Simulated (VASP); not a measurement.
# Au in VASP: a series of runs

Runs on Au. Level: PBEsol. Tasks: single point, relaxation of cell and atoms.

Program: VASP 6.6.1. These are calculated values, not measurements. Logs are shortened: lines on timing, memory, paths and dates and some standing lists are left out, and cuts for length are marked.

### Step 1. The cell of the first run

Symmetry: Cmcm, No. 63, orthorhombic system. The conventional cell has a = 2.837 Å, b = 5.012 Å, c = 4.793 Å, α = 90.00°, β = 90.00°, γ = 90.00°. Au (site symmetry m2m) has 12 Au at 2.84 to 2.91 Å within 3.7 Å.

### Step 2. Single point, PBEsol

File INCAR:

```
PREC = Accurate
ENCUT = 520
EDIFF = 1E-7
ISMEAR = 0
SIGMA = 0.1
LREAL = F
LASPH = T
NELM = 60
ALGO = Fast
ISIF = 2
LWAVE = F
LCHARG = T
GGA = PS
LELF = T
LVHAR = T
NBANDS = 18
```

File KPOINTS:

```
Automatic mesh
0
Gamma
  22 22 12
```

File POSCAR:

```
Au
1.0
    1.4183074464     -2.5057880355      0.0000000000
    1.4183074464      2.5057880355      0.0000000000
    0.0000000000      0.0000000000      4.7927984638
Au
2
Direct
    0.6640501244      0.3359498756      0.7500000000
    0.3359498756      0.6640501244      0.2500000000
```

Potentials or basis: VASP PAW PBE potentials, release 64 (Au).

Run with:

```sh
$ cat potpaw_PBE.64/Au/POTCAR > POTCAR
$ mpirun -np 1 vasp_std > vasp.out
```

OUTCAR:

```text
PREC = Accurate
   ENCUT = 520
   EDIFF = 1E-7
   ISMEAR = 0
   LREAL = F
   LASPH = T
   NELM = 60
   ISIF = 2
   GGA = PS

 ion  position               nearest neighbor table
   1  0.664  0.336  0.750-   2 2.91   2 2.91   2 2.91   2 2.91   2 2.91   2 2.91
   2  0.336  0.664  0.250-   1 2.91   1 2.91   1 2.91   1 2.91   1 2.91   1 2.91

  LATTYP: Found a base centered orthorhombic cell.
 ALAT       =     2.8366148928
 B/A-ratio  =     1.7667453145
 C/A-ratio  =     1.6896190159

  Lattice vectors:

 A1 = (   1.4183074464,  -2.5057880355,   0.0000000000)
 A2 = (   1.4183074464,   2.5057880355,   0.0000000000)
 A3 = (   0.0000000000,   0.0000000000,   4.7927984638)

Analysis of symmetry for initial positions (statically):
=====================================================================
 Subroutine PRICEL returns:
 Original cell was already a primitive cell.

 Routine SETGRP: Setting up the symmetry group for a
 base centered orthorhombic supercell.

 Subroutine GETGRP returns: Found  8 space group operations
 (whereof  4 operations were pure point group operations)
 out of a pool of  8 trial point group operations.

The static configuration has the point symmetry C_2h.
 The point group associated with its full space group is D_2h.

Analysis of symmetry for dynamics (positions and initial velocities):
=====================================================================
 Subroutine PRICEL returns:
 Original cell was already a primitive cell.

 Routine SETGRP: Setting up the symmetry group for a
 base centered orthorhombic supercell.

 Subroutine GETGRP returns: Found  8 space group operations
 (whereof  4 operations were pure point group operations)
 out of a pool of  8 trial point group operations.

The dynamic configuration has the point symmetry C_2h.
 The point group associated with its full space group is D_2h.

 Subroutine INISYM returns: Found  8 space group operations
 (whereof  4 operations are pure point group operations),
 and found     1 'primitive' translations

----------------------------------------------------------------------------------------

                                     Primitive cell

  volume of cell :      34.0670

  direct lattice vectors                    reciprocal lattice vectors
     1.418307446 -2.505788036  0.000000000     0.352532874 -0.199538027  0.000000000
     1.418307446  2.505788036  0.000000000     0.352532874  0.199538027  0.000000000
     0.000000000  0.000000000  4.792798464     0.000000000  0.000000000  0.208646370

  length of vectors
     2.879334939  2.879334939  4.792798464     0.405086227  0.405086227  0.208646370

  position of ions in fractional coordinates (direct lattice)
     0.664050124  0.335949876  0.750000000
     0.335949876  0.664050124  0.250000000

  ion indices of the primitive-cell ions
   primitive index   ion index
                 1           1
                 2           2

----------------------------------------------------------------------------------------

 KPOINTS: Automatic mesh

Automatic generation of k-mesh.
 Grid dimensions read from file:
 generate k-points for:   22   22   12

 Generating k-lattice:

  Cartesian coordinates                     Fractional coordinates (reciprocal lattice)
     0.016024222 -0.009069910  0.000000000     0.045454545  0.000000000  0.000000000
     0.016024222  0.009069910  0.000000000     0.000000000  0.045454545  0.000000000
     0.000000000  0.000000000  0.017387197     0.000000000  0.000000000  0.083333333

  Length of vectors
     0.018413010  0.018413010  0.017387197

  Shift w.r.t. Gamma in fractional coordinates (k-lattice)
     0.000000000  0.000000000  0.000000000

 Subroutine IBZKPT returns following result:
 ===========================================

 Found    931 irreducible k-points:

 Following reciprocal coordinates:
            Coordinates               Weight
  0.000000  0.000000  0.000000      1.000000
  0.045455  0.000000  0.000000      4.000000
  0.090909  0.000000  0.000000      4.000000
  0.136364  0.000000  0.000000      4.000000
  0.181818  0.000000  0.000000      4.000000
  0.227273  0.000000  0.000000      4.000000
[... 16 lines left out ...]
  0.500000  0.045455  0.000000      4.000000
 -0.454545  0.045455  0.000000      4.000000
 [... further k-points ...]
   k-points           NKPTS =    931   k-points in BZ     NKDIM =    931   number of bands    NBANDS=     18
   number of dos      NEDOS =    301   number of ions     NIONS =      2
   total plane-waves  NPLWV =  20736
   dimension x,y,z NGX =    24 NGY =   24 NGZ =   36
   dimension x,y,z NGXF=    48 NGYF=   48 NGZF=   72
   ions per type =               2
   NGX,Y,Z   is equivalent  to a cutoff of  13.86, 13.86, 12.49 a.u.
   NGXF,Y,Z  is equivalent  to a cutoff of  27.71, 27.71, 24.97 a.u.
 SYSTEM =  unknown system
   PREC   = accura    normal or accurate (medium, high low for compatibility)
   ISTART =      0    job   : 0-new  1-cont  2-samecut
   ICHARG =      2    charge: 1-file 2-atom 10-const
   ISPIN  =      1    spin polarized calculation?
   LNONCOLLINEAR =      F non collinear calculations
   LSORBIT =      F    spin-orbit coupling
   LASPH  =      T    aspherical Exc in radial PAW
   ENCUT  =  520.0 eV  38.22 Ry    6.18 a.u.   5.35  5.35  8.91*2*pi/ulx,y,z
   NELM   =     60;   NELMIN=  2; NELMDL= -5     # of ELM steps
   EDIFF  = 0.1E-06   stopping-criterion for ELM
   LREAL  =      F    real-space projection
   EDIFFG = 0.1E-05   stopping-criterion for IOM
   NSW    =      0    number of steps for IOM
   IBRION =     -1    ionic relax: 0-MD 1-quasi-New 2-CG
   NFREE  =      0    steps in history (QN), initial steepest desc. (CG)
   ISIF   =      2    stress and relaxation
   ISYM   =      2    0-nonsym 1-usesym 2-fastsym
   POTIM  = 0.5000    time-step for ionic-motion
   TEBEG  =    0.0;   TEEND  =   0.0 temperature during run
   PSTRESS=    0.0 pullay stress
   NELECT =      22.0000    total number of electrons
   NUPDOWN=      -1.0000    fix difference up-down
   EMIN   =  10.00;   EMAX   =-10.00  energy-range for DOS
   EFERMI =   0.00;   METHOD = LEGACY
   ISMEAR =     0;   SIGMA  =   0.10  broadening in eV -4-tet -1-fermi 0-gaus
   EFERMI_NEDOS =   21; number of points for ismear=-14 and -15
   IALGO  =     68    algorithm
   IMIX   =      4    mixing-type and parameters
     AMIX     =   0.40;   BMIX     =  1.00
     AMIX_MAG =   1.60;   BMIX_MAG =  1.00
  volume/ion in A,a.u.               =      17.03       114.95
  Fermi-wavevector in a.u.,A,eV,Ry     =   1.415048  2.674053 27.243764  2.002360
  Thomas-Fermi vector in A             =   2.536527
   LORBIT       =      0    0 simple, 1 ext, 2 COOP (PROOUT), +10 PAW based schemes
   GGA     = PS    functional components
   LHFCALC =     F    Hartree Fock is set to
   AEXX    =    0.0000 exact exchange contribution
   IVDW    =     0    specifies the selected vdW correction
   LEPSILON=     F    determine dielectric tensor
   LRPA    =     F    only Hartree local field effects (RPA)
 non-spin polarized calculation
 RMM-DIIS sequential band-by-band and
 Gauss-broadening in eV      SIGMA  =   0.10
  energy-cutoff  :      520.00
  volume of cell :       34.07
 maximum number of plane-waves:       933
 NGX is ok and might be reduce to    24
   NGX = 11   NGY = 11   NGZ = 17

 number of electron      22.0000002 magnetization

 Free energy of the ion-electron system (eV)
  ---------------------------------------------------
  ext. energy  EPLUGINS =         0.00000000
  ---------------------------------------------------
  free energy    TOTEN  =        -7.83117899 eV

  energy without entropy =       -7.82691656  energy(sigma->0) =       -7.82904777

 E-fermi :   9.2427     XC(G=0): -12.8874

 val. band max:        9.2426434171   @ k =  -0.4545   0.1818   0.5000
 cond. band min:       9.2441853408   @ k =   0.5000   0.2727   0.2500
 fundamental gap:      0.0015419237
 Fermi energy:         9.2426543885

 k-point     1 :       0.0000    0.0000    0.0000
  band No.  band energies     occupation
      1      -0.6414      2.00000
      2       1.8669      2.00000
      3       4.4330      2.00000
      4       4.5647      2.00000
      5       4.8489      2.00000
      6       4.9247      2.00000
[... 10 lines left out ...]
     17      27.4448      0.00000
     18      28.0200      0.00000

 k-point     2 :       0.0455    0.0000    0.0000
  band No.  band energies     occupation
      1      -0.5747      2.00000
      2       1.9230      2.00000
      3       4.4125      2.00000
      4       4.6137      2.00000
      5       4.8584      2.00000
      6       4.9475      2.00000
[... 10 lines left out ...]
     17      27.0733      0.00000
     18      27.5832      0.00000

 k-point     3 :       0.0909    0.0000    0.0000
  band No.  band energies     occupation
      1      -0.3775      2.00000
      2       2.0848      2.00000
      3       4.3494      2.00000
      4       4.7410      2.00000
      5       4.9194      2.00000
      6       4.9446      2.00000
[... 10 lines left out ...]
     17      26.3537      0.00000
     18      27.1732      0.00000

 k-point     4 :       0.1364    0.0000    0.0000
  band No.  band energies     occupation
      1      -0.0587      2.00000
      2       2.3292      2.00000
      3       4.2460      2.00000
      4       4.8240      2.00000
      5       4.9588      2.00000
      6       5.0769      2.00000
[... 375 lines left out ...]
      4       4.6380      2.00000
      5       4.9354      2.00000
      6       5.2054      2.00000
[... 10 lines left out ...]
     17      21.1613      0.00000
     18      23.9760      0.00000

 k-point    23 :       0.5000    0.0455    0.0000
  band No.  band energies     occupation
      1       2.4480      2.00000
      2       2.4862      2.00000
      3       2.9329      2.00000
      4       4.6468      2.00000
      5       4.9275      2.00000
      6       5.2085      2.00000
[... 10 lines left out ...]
     17      21.1722      0.00000
     18      23.9733      0.00000

 k-point    24 :      -0.4545    0.0455    0.0000
  band No.  band energies     occupation
      1       2.4025      2.00000
      2       2.5394      2.00000
      3       3.0110      2.00000
      4       4.6799      2.00000
      5       4.9649      2.00000
      6       5.0690      2.00000
[... 10 lines left out ...]
     17      21.5981      0.00000
     18      24.1584      0.00000

 [... further k-points ...]
[... 5 lines left out ...]
  --------------------------------------------------------------------------------------
  -------------------------------------------------------------------------------------
  Total       -0.0591724     -0.0692886     -0.0629247      0.0000000      0.0000000      0.0000000
  in kB       -2.7828895     -3.2586554     -2.9593587      0.0000000      0.0000000      0.0000000
  external PRESSURE =      -3.0003012 kB  Pullay stress =       0.0000000 kB

 VOLUME and BASIS-vectors are now :
 -----------------------------------------------------------------------------
  energy-cutoff  :      520.00
  volume of cell :       34.07
      direct lattice vectors                 reciprocal lattice vectors
     1.418307446 -2.505788036  0.000000000     0.352532874 -0.199538027  0.000000000
     1.418307446  2.505788036  0.000000000     0.352532874  0.199538027  0.000000000
     0.000000000  0.000000000  4.792798464     0.000000000  0.000000000  0.208646370

 POSITION                                       TOTAL-FORCE (eV/Angst)
 -----------------------------------------------------------------------------------
      1.41831     -0.82215      3.59460         0.000000     -0.000553      0.000000
      1.41831      0.82215      1.19820         0.000000      0.000553     -0.000000
 -----------------------------------------------------------------------------------
    total drift:                                0.000000     -0.000000      0.000000

  FREE ENERGIE OF THE ION-ELECTRON SYSTEM (eV)
  ---------------------------------------------------
  free  energy   TOTEN  =        -7.8311789910 eV

  energy  without entropy=       -7.8269165558  energy(sigma->0) =       -7.82904777
```

Run time: 10 min. Hardware: 1 thread of Intel Xeon Platinum 8259CL at 2.50GHz (Skylake/Cascade Lake), shared host; peak memory 0.54 GiB.

What came out:

| Quantity | Value |
| --- | --- |
| Free energy | -7.8312 eV |
| Pressure | -0.3 GPa |
| Band gap on the k mesh | zero (band 11 reaches 13.36 eV, above the bottom of band 12 at 6.68 eV) |

Levels at points of the mesh, in eV from the Fermi level:
```csv
k point,band 9,band 10,band 11,band 12,band 13,band 14
"(0.00, 0.00, 0.00)",-3.47,-2.16,-2.12,-1.15,2.75,14.54
"(0.50, 0.00, 0.00)",-1.82,-1.64,0.40,1.68,5.81,7.31
"(0.50, 0.50, 0.00)",-1.87,-1.66,0.34,1.42,5.71,7.20
"(0.00, 0.00, 0.50)",-2.65,-2.65,-2.56,-2.56,10.72,10.72
"(0.50, 0.00, 0.50)",-1.70,-1.70,0.52,0.52,4.06,4.06
"(0.50, 0.50, 0.50)",-1.75,-1.75,0.29,0.29,3.86,3.86
```

Caveat: the PAW data sets were made with another functional, which shifts forces and pressure a little; spin-orbit coupling is left out, which moves the levels of the heavy elements.

### Step 3. Single point, PBEsol

This run uses another cell than the first one, of 17.65 Å³/atom, 1.036 times its volume.

File INCAR:

```
SYSTEM = Au
ALGO = Fast
EDIFF = 1E-6
ENCUT = 520
GGA = PS
ISIF = 2
ISMEAR = 0
LASPH = .TRUE.
LCHARG = .TRUE.
LELF = .TRUE.
LREAL = .FALSE.
LVHAR = .TRUE.
LWAVE = .FALSE.
NBANDS = 18
NELM = 80
PREC = Accurate
SIGMA = 0.1
```

File KPOINTS:

```
k-points
0
G
  8 8 4
  0 0 0
```

File POSCAR:

```
Au
1.0
    1.4113099650     -2.5559330250      0.0000000000
    1.4113099650      2.5559330250      0.0000000000
    0.0000000000      0.0000000000      4.8931696100
Au
2
Direct
    0.6653279700      0.3346720300      0.2500000000
    0.3346720300      0.6653279700      0.7500000000
```

Potentials or basis: VASP PAW PBE potentials, release 64 (Au).

Run with:

```sh
$ cat potpaw_PBE.64/Au/POTCAR > POTCAR
$ mpirun -np 1 vasp_std > vasp.out
```

OUTCAR:

```text
SYSTEM = Au
   EDIFF = 1E-6
   ENCUT = 520
   GGA = PS
   ISIF = 2
   ISMEAR = 0
   LASPH = .TRUE.
   LREAL = .FALSE.
   NELM = 80
   PREC = Accurate

 ion  position               nearest neighbor table
   1  0.665  0.335  0.250-   2 2.95   2 2.95   2 2.95   2 2.95   2 2.97   2 2.97
   2  0.335  0.665  0.750-   1 2.95   1 2.95   1 2.95   1 2.95   1 2.97   1 2.97

  LATTYP: Found a base centered orthorhombic cell.
 ALAT       =     2.8226199300
 B/A-ratio  =     1.8110359088
 C/A-ratio  =     1.7335559627

  Lattice vectors:

 A1 = (   1.4113099650,  -2.5559330250,   0.0000000000)
 A2 = (   1.4113099650,   2.5559330250,   0.0000000000)
 A3 = (   0.0000000000,   0.0000000000,   4.8931696100)

Analysis of symmetry for initial positions (statically):
=====================================================================
 Subroutine PRICEL returns:
 Original cell was already a primitive cell.

 Routine SETGRP: Setting up the symmetry group for a
 base centered orthorhombic supercell.

 Subroutine GETGRP returns: Found  8 space group operations
 (whereof  4 operations were pure point group operations)
[... 160 lines left out ...]
 Free energy of the ion-electron system (eV)
  ---------------------------------------------------
  ext. energy  EPLUGINS =         0.00000000
  ---------------------------------------------------
  free energy    TOTEN  =        -7.78346240 eV

  energy without entropy =       -7.77869099  energy(sigma->0) =       -7.78107669

 E-fermi :   8.6610     XC(G=0): -12.6739

 val. band max:        8.6282880241   @ k =   0.2500  -0.0000   0.2500
 cond. band min:       8.8146192762   @ k =   0.5000  -0.0000   0.2500
 fundamental gap:      0.1863312521
 Fermi energy:         8.6610190357

 k-point     1 :       0.0000    0.0000    0.0000
  band No.  band energies     occupation
      1      -0.8535      2.00000
      2       1.5574      2.00000
      3       3.9575      2.00000
      4       4.0102      2.00000
      5       4.3547      2.00000
      6       4.6003      2.00000
[... 481 lines left out ...]
      5       4.0305      2.00000
      6       4.7381      2.00000
[... 10 lines left out ...]
     17      24.1779      0.00000
     18      25.2085      0.00000

 [... further k-points ...]
[... 5 lines left out ...]
  --------------------------------------------------------------------------------------
  -------------------------------------------------------------------------------------
  Total       -1.4243306     -0.6482517     -1.2454173      0.0000000      0.0000000      0.0000000
  in kB      -64.6441502    -29.4213179    -56.5240574      0.0000000      0.0000000      0.0000000
  external PRESSURE =     -50.1965085 kB  Pullay stress =       0.0000000 kB

 VOLUME and BASIS-vectors are now :
 -----------------------------------------------------------------------------
  energy-cutoff  :      520.00
  volume of cell :       35.30
      direct lattice vectors                 reciprocal lattice vectors
     1.411309965 -2.555933025  0.000000000     0.354280783 -0.195623279  0.000000000
     1.411309965  2.555933025  0.000000000     0.354280783  0.195623279  0.000000000
     0.000000000  0.000000000  4.893169610     0.000000000  0.000000000  0.204366511

 POSITION                                       TOTAL-FORCE (eV/Angst)
 -----------------------------------------------------------------------------------
      1.41131     -0.84513      1.22329         0.000000     -0.010185      0.000000
      1.41131      0.84513      3.66988         0.000000      0.010185      0.000000
 -----------------------------------------------------------------------------------
    total drift:                                0.000000      0.000000     -0.000000

  FREE ENERGIE OF THE ION-ELECTRON SYSTEM (eV)
  ---------------------------------------------------
  free  energy   TOTEN  =        -7.7834623957 eV

  energy  without entropy=       -7.7786909888  energy(sigma->0) =       -7.78107669
```

Wall time 16 s (1 thread of Intel Xeon Platinum 8488C (Sapphire Rapids), shared host); peak memory 0.17 GiB.

Results:

```
Free energy            : -7.7835 eV
Pressure               : -5.0 GPa
Largest force          : 0.010 eV/Å
Band gap on the k mesh : zero (band 11 reaches 12.09 eV, above the bottom of band 12 at 6.20 eV)
```

Forces on the atoms (eV/Å):
```
Au   0.000 -0.010  0.000
Au   0.000  0.010  0.000
```

Levels at points of the mesh, in eV from the Fermi level:
| k point | band 9 | band 10 | band 11 | band 12 | band 13 | band 14 |
| --- | --- | --- | --- | --- | --- | --- |
| (0.00, 0.00, 0.00) | -3.27 | -2.11 | -2.06 | -1.07 | 2.42 | 14.55 |
| (0.50, 0.00, 0.00) | -1.75 | -1.60 | 0.51 | 1.74 | 5.73 | 7.24 |
| (0.50, 0.50, 0.00) | -1.83 | -1.65 | 0.26 | 1.29 | 5.35 | 6.76 |
| (0.00, 0.00, 0.50) | -2.58 | -2.58 | -2.46 | -2.46 | 10.19 | 10.19 |
| (0.50, 0.00, 0.50) | -1.65 | -1.65 | 0.66 | 0.66 | 4.03 | 4.03 |
| (0.50, 0.50, 0.50) | -1.72 | -1.72 | 0.30 | 0.30 | 3.49 | 3.49 |

Caveat: the PAW data sets were made with another functional, which shifts forces and pressure a little; spin-orbit coupling is left out, which moves the levels of the heavy elements.

[end of part 1 of 2]
